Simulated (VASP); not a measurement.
# GaAs (I-4m2) in VASP: notebook

The runs below take GaAs through dielectric tensor, with r2SCAN.

Program: VASP 6.6.1. These are calculated values, not measurements. Logs are shortened: lines on timing, memory, paths and dates and some standing lists are left out, and cuts for length are marked.

## 1. The cell of the first run

The structure is tetragonal, space group I-4m2 (No. 119). Conventional cell: a = 3.926 Å, b = 3.926 Å, c = 5.762 Å, α = 90.00°, β = 90.00°, γ = 90.00°. Within 3.2 Å of Ga (site symmetry -4m2) lie 4 As at 2.44 Å. As (site symmetry -4m2) has 4 Ga at 2.44 Å within 3.2 Å.

## 2. Dielectric tensor, r2SCAN (epitaxial xy strain -2.0%)

INCAR

```
PREC = Accurate
ENCUT = 520
EDIFF = 1E-8
ISMEAR = 0
SIGMA = 0.01
LREAL = False
LASPH = True
NELM = 80
ALGO = Normal
ISIF = 2
LWAVE = False
LCHARG = False
METAGGA = R2SCAN
LMIXTAU = True
LCALCEPS = True
```

KPOINTS

```
regular mesh
0
Gamma
  6 6 6
```

POSCAR

```
GaAs
1.0
    0.0000000000      2.7764233935      2.8810310456
    2.7764233935      0.0000000000      2.8810310456
    2.7764233935      2.7764233935      0.0000000000
Ga As
1 1
Direct
    0.0000000000      0.0000000000      0.0000000000
    0.2500000000      0.2500000000      0.2500000000
```

Potentials or basis: VASP PAW PBE potentials, release 64 (Ga_d, As).

Launch:

```bash
$ cat potpaw_PBE.64/Ga_d/POTCAR potpaw_PBE.64/As/POTCAR > POTCAR
$ mpirun -np 1 vasp_std > vasp.out
```

OUTCAR:

```text
PREC = Accurate
   ENCUT = 520
   EDIFF = 1E-8
   ISMEAR = 0
   LREAL = False
   LASPH = True
   NELM = 80
   ISIF = 2
   METAGGA = R2SCAN

 ion  position               nearest neighbor table
   1  0.000  0.000  0.000-   2 2.44   2 2.44   2 2.44   2 2.44
   2  0.250  0.250  0.250-   1 2.44   1 2.44   1 2.44   1 2.44

  LATTYP: Found a body centered tetragonal cell.
 ALAT       =     3.9264556180
 C/A-ratio  =     1.4674970640

  Lattice vectors:

 A1 = (  -2.7764233935,   0.0000000000,   2.8810310456)
 A2 = (   2.7764233935,   0.0000000000,   2.8810310456)
 A3 = (   0.0000000000,   2.7764233935,  -2.8810310456)

Analysis of symmetry for initial positions (statically):
=====================================================================
 Subroutine PRICEL returns:
 Original cell was already a primitive cell.

 Routine SETGRP: Setting up the symmetry group for a
 body centered tetragonal supercell.

 Subroutine GETGRP returns: Found  8 space group operations
 (whereof  8 operations were pure point group operations)
 out of a pool of 16 trial point group operations.

The static configuration has the point symmetry D_2d.

Analysis of symmetry for dynamics (positions and initial velocities):
=====================================================================
 Subroutine PRICEL returns:
 Original cell was already a primitive cell.

 Routine SETGRP: Setting up the symmetry group for a
 body centered tetragonal supercell.

 Subroutine GETGRP returns: Found  8 space group operations
 (whereof  8 operations were pure point group operations)
 out of a pool of 16 trial point group operations.

The dynamic configuration has the point symmetry D_2d.

 Subroutine INISYM returns: Found  8 space group operations
 (whereof  8 operations are pure point group operations),
 and found     1 'primitive' translations

----------------------------------------------------------------------------------------

                                     Primitive cell

  volume of cell :      44.4170

  direct lattice vectors                    reciprocal lattice vectors
     0.000000000  2.776423394  2.881031046    -0.180087807  0.180087807  0.173548980
     2.776423394  0.000000000  2.881031046     0.180087807 -0.180087807  0.173548980
     2.776423394  2.776423394  0.000000000     0.180087807  0.180087807 -0.173548980

  length of vectors
     4.001108190  4.001108190  3.926455618     0.308192286  0.308192286  0.308192286

  position of ions in fractional coordinates (direct lattice)
     0.000000000  0.000000000  0.000000000
     0.250000000  0.250000000  0.250000000

  ion indices of the primitive-cell ions
   primitive index   ion index
                 1           1
                 2           2

----------------------------------------------------------------------------------------

 KPOINTS: regular mesh

Automatic generation of k-mesh.
 Grid dimensions read from file:
 generate k-points for:    6    6    6

 Generating k-lattice:

  Cartesian coordinates                     Fractional coordinates (reciprocal lattice)
    -0.030014634  0.030014634  0.028924830     0.166666667  0.000000000  0.000000000
     0.030014634 -0.030014634  0.028924830     0.000000000  0.166666667  0.000000000
     0.030014634  0.030014634 -0.028924830     0.000000000  0.000000000  0.166666667

  Length of vectors
     0.051365381  0.051365381  0.051365381

  Shift w.r.t. Gamma in fractional coordinates (k-lattice)
     0.000000000  0.000000000  0.000000000

 Subroutine IBZKPT returns following result:
 ===========================================

 Found     30 irreducible k-points:

 Following reciprocal coordinates:
            Coordinates               Weight
  0.000000  0.000000  0.000000      1.000000
  0.166667  0.000000  0.000000      8.000000
  0.333333  0.000000  0.000000      8.000000
  0.500000  0.000000  0.000000      4.000000
  0.166667  0.166667  0.000000      2.000000
  0.333333  0.166667  0.000000      8.000000
[... 16 lines left out ...]
  0.333333  0.000000  0.333333      4.000000
  0.500000 -0.000000  0.333333     16.000000
 [... further k-points ...]
   k-points           NKPTS =     30   k-points in BZ     NKDIM =     30   number of bands    NBANDS=     13
   number of dos      NEDOS =    301   number of ions     NIONS =      2
   total plane-waves  NPLWV =  27000
   dimension x,y,z NGX =    30 NGY =   30 NGZ =   30
   dimension x,y,z NGXF=    60 NGYF=   60 NGZF=   60
   ions per type =               1   1
   NGX,Y,Z   is equivalent  to a cutoff of  12.46, 12.46, 12.70 a.u.
   NGXF,Y,Z  is equivalent  to a cutoff of  24.93, 24.93, 25.40 a.u.
 SYSTEM =  unknown system
   PREC   = accura    normal or accurate (medium, high low for compatibility)
   ISTART =      0    job   : 0-new  1-cont  2-samecut
   ICHARG =      2    charge: 1-file 2-atom 10-const
   ISPIN  =      1    spin polarized calculation?
   LNONCOLLINEAR =      F non collinear calculations
   LSORBIT =      F    spin-orbit coupling
   LASPH  =      T    aspherical Exc in radial PAW
   ENCUT  =  520.0 eV  38.22 Ry    6.18 a.u.   7.44  7.44  7.30*2*pi/ulx,y,z
   NELM   =     80;   NELMIN=  2; NELMDL= -5     # of ELM steps
   EDIFF  = 0.1E-07   stopping-criterion for ELM
   LREAL  =      F    real-space projection
   EDIFFG = 0.1E-06   stopping-criterion for IOM
   NSW    =      0    number of steps for IOM
   IBRION =     -1    ionic relax: 0-MD 1-quasi-New 2-CG
   NFREE  =      0    steps in history (QN), initial steepest desc. (CG)
   ISIF   =      2    stress and relaxation
   ISYM   =      2    0-nonsym 1-usesym 2-fastsym
   POTIM  = 0.5000    time-step for ionic-motion
   TEBEG  =    0.0;   TEEND  =   0.0 temperature during run
   PSTRESS=    0.0 pullay stress
   NELECT =      18.0000    total number of electrons
   NUPDOWN=      -1.0000    fix difference up-down
   EMIN   =  10.00;   EMAX   =-10.00  energy-range for DOS
   EFERMI =   0.00;   METHOD = LEGACY
   ISMEAR =     0;   SIGMA  =   0.01  broadening in eV -4-tet -1-fermi 0-gaus
   EFERMI_NEDOS =   21; number of points for ismear=-14 and -15
   IALGO  =     38    algorithm
   IMIX   =      4    mixing-type and parameters
     AMIX     =   0.40;   BMIX     =  1.00
     AMIX_MAG =   1.60;   BMIX_MAG =  1.00
  volume/ion in A,a.u.               =      22.21       149.87
  Fermi-wavevector in a.u.,A,eV,Ry     =   1.211479  2.289363 19.969017  1.467681
  Thomas-Fermi vector in A             =   2.346993
   LORBIT       =      0    0 simple, 1 ext, 2 COOP (PROOUT), +10 PAW based schemes
   METAGGA = R2SCAN    functional components
   LHFCALC =     F    Hartree Fock is set to
   AEXX    =    0.0000 exact exchange contribution
   IVDW    =     0    specifies the selected vdW correction
   LEPSILON=     F    determine dielectric tensor
   LRPA    =     F    only Hartree local field effects (RPA)
   LRPA       =     F
 non-spin polarized calculation
 Gauss-broadening in eV      SIGMA  =   0.01
  energy-cutoff  :      520.00
  volume of cell :       44.42
 maximum number of plane-waves:      1217
 NGX is ok and might be reduce to    30
   NGX = 15   NGY = 15   NGZ = 15

 number of electron      18.0000007 magnetization

 Free energy of the ion-electron system (eV)
  ---------------------------------------------------
  ext. energy  EPLUGINS =         0.00000000
  ---------------------------------------------------
  free energy    TOTEN  =       -27.02086542 eV

  energy without entropy =      -27.02086542  energy(sigma->0) =      -27.02086542

 E-fermi :   3.9778     XC(G=0): -10.3358

 val. band max:        3.9274713688   @ k =   0.0000   0.0000   0.0000
 cond. band min:   10000.0000000000   @ k =   0.0000   0.0000   0.0000
 fundamental gap:   9996.0725286311
 Fermi energy:         3.9777942942

 k-point     1 :       0.0000    0.0000    0.0000
  band No.  band energies     occupation
      1     -11.4339      2.00000
      2     -11.4252      2.00000
      3     -11.4236      2.00000
      4     -11.3367      2.00000
      5     -11.3312      2.00000
      6      -9.4865      2.00000
      7       3.6886      2.00000
      8       3.9273      2.00000
      9       3.9275      2.00000
     10   10000.0000      0.00000
     11   10000.0000      0.00000
     12   10000.0000      0.00000
     13   10000.0000      0.00000

 k-point     2 :       0.1667    0.0000    0.0000
  band No.  band energies     occupation
      1     -11.4561      2.00000
      2     -11.4238      2.00000
      3     -11.4170      2.00000
      4     -11.3373      2.00000
      5     -11.3308      2.00000
      6      -9.1401      2.00000
      7       1.1390      2.00000
      8       3.3427      2.00000
      9       3.5520      2.00000
     10   10000.0000      0.00000
     11   10000.0000      0.00000
     12   10000.0000      0.00000
     13   10000.0000      0.00000

 k-point     3 :       0.3333    0.0000    0.0000
  band No.  band energies     occupation
      1     -11.5021      2.00000
      2     -11.4124      2.00000
      3     -11.4058      2.00000
      4     -11.3364      2.00000
      5     -11.3278      2.00000
      6      -8.2477      2.00000
      7      -1.7104      2.00000
      8       2.7206      2.00000
      9       3.0132      2.00000
     10   10000.0000      0.00000
     11   10000.0000      0.00000
     12   10000.0000      0.00000
     13   10000.0000      0.00000
[... 305 lines left out ...]
 k-point    23 :       0.3333    0.0000    0.3333
  band No.  band energies     occupation
      1     -11.5308      2.00000
      2     -11.3890      2.00000
      3     -11.3857      2.00000
      4     -11.3578      2.00000
      5     -11.3201      2.00000
      6      -7.7735      2.00000
      7      -1.5642      2.00000
      8       1.3861      2.00000
      9       1.4500      2.00000
     10   10000.0000      0.00000
     11   10000.0000      0.00000
     12   10000.0000      0.00000
     13   10000.0000      0.00000

 k-point    24 :       0.5000   -0.0000    0.3333
  band No.  band energies     occupation
      1     -11.5450      2.00000
      2     -11.3840      2.00000
      3     -11.3797      2.00000
      4     -11.3574      2.00000
      5     -11.3200      2.00000
      6      -7.0210      2.00000
      7      -2.7254      2.00000
      8       0.3804      2.00000
      9       1.2460      2.00000
     10   10000.0000      0.00000
     11   10000.0000      0.00000
     12   10000.0000      0.00000
     13   10000.0000      0.00000

 [... further k-points ...]

------------------------ aborting loop because EDIFF is reached ----------------------------------------

            Ionic dipole moment: p[ion]=(     6.94106     6.94106     7.20258 ) |e| Angst

 Total electronic dipole moment: p[elc]=(     0.01892     0.01892     0.04398 ) |e| Angst

 MACROSCOPIC STATIC DIELECTRIC TENSOR (including local field effects)
 ------------------------------------------------------
          10.653127     0.000000     0.000000
           0.000000    10.653127     0.000000
           0.000000     0.000000    10.945014
 ------------------------------------------------------

 PIEZOELECTRIC TENSOR (including local field effects) (e Angst)
          XX          YY          ZZ          XY          YZ          ZX
  --------------------------------------------------------------------------------
  x     0.00000    -0.00000     0.00000     0.00000    -2.28068     0.00000
  y    -0.00000     0.00000     0.00000     0.00000     0.00000    -2.28071
  z     0.00000     0.00000     0.00000    -2.10925     0.00000     0.00000

 PIEZOELECTRIC TENSOR (including local field effects) (C/m^2)
          XX          YY          ZZ          XY          YZ          ZX
  --------------------------------------------------------------------------------
  x     0.00000    -0.00000     0.00000     0.00000    -0.82267     0.00000
  y    -0.00000     0.00000     0.00000     0.00000     0.00000    -0.82268
  z     0.00000     0.00000     0.00000    -0.76083     0.00000     0.00000

 BORN EFFECTIVE CHARGES (including local field effects) (in |e|, cummulative output)
 ---------------------------------------------------------------------------------
 ion    1
    1     2.04326     0.00000     0.00000
    2     0.00000     2.04326     0.00000
    3     0.00000     0.00000     2.23038
 ion    2
    1    -2.04326     0.00000    -0.00000
    2     0.00000    -2.04326    -0.00000
    3     0.00000     0.00000    -2.23038

  FORCE on cell =-STRESS in cart. coord.  units (eV):
  Direction    XX          YY          ZZ          XY          YZ          ZX
  --------------------------------------------------------------------------------------
  -------------------------------------------------------------------------------------
  Total        0.7882682      0.7882682      0.0381340      0.0000000      0.0000000      0.0000000
  in kB       28.4338248     28.4338248      1.3755424      0.0000000      0.0000000      0.0000000
  external PRESSURE =      19.4143974 kB  Pullay stress =       0.0000000 kB

 VOLUME and BASIS-vectors are now :
 -----------------------------------------------------------------------------
  energy-cutoff  :      520.00
  volume of cell :       44.42
      direct lattice vectors                 reciprocal lattice vectors
     0.000000000  2.776423394  2.881031046    -0.180087807  0.180087807  0.173548980
     2.776423394  0.000000000  2.881031046     0.180087807 -0.180087807  0.173548980
     2.776423394  2.776423394  0.000000000     0.180087807  0.180087807 -0.173548980

 POSITION                                       TOTAL-FORCE (eV/Angst)
 -----------------------------------------------------------------------------------
      0.00000      0.00000      0.00000        -0.000000     -0.000000     -0.000000
      1.38821      1.38821      1.44052         0.000000      0.000000      0.000000
 -----------------------------------------------------------------------------------
    total drift:                                0.000010      0.000010     -0.000015

  FREE ENERGIE OF THE ION-ELECTRON SYSTEM (eV)
  ---------------------------------------------------
  free  energy   TOTEN  =       -27.0208654177 eV

  energy  without entropy=      -27.0208654177  energy(sigma->0) =      -27.02086542
```

Run time: 62 min. Hardware: 1 thread of Intel Xeon Platinum 8488C (Sapphire Rapids), shared host; peak memory 0.4 GiB.

What came out:

* Band gap on the k mesh: 1.04 eV
* Electronic dielectric tensor (diagonal): 10.65, 10.65, 10.95
* Born charges (mean of the diagonal): Ga +2.11; As -2.11 e

Electronic dielectric tensor:
```
10.65  0.00  0.00
 0.00 10.65  0.00
 0.00  0.00 10.95
```

Born effective charge tensors (e):
atom 1, Ga
```
2.04 0.00 0.00
0.00 2.04 0.00
0.00 0.00 2.23
```
atom 2, As
```
-2.04  0.00  0.00
 0.00 -2.04  0.00
 0.00  0.00 -2.23
```

Dipole moments of the cell (e·Å, modulo the quantum): ionic 6.941, 6.941, 7.203; electronic 0.019, 0.019, 0.044

Caveat: the cell differs from its parent crystal (epitaxial xy strain -2.0%); the PAW data sets were made with another functional, which shifts forces and pressure a little. A k mesh can miss the band edges.

(Part 1 of 2 ends here.)

The gap in the log of VASP goes by the Fermi energy; the results here count the filled bands.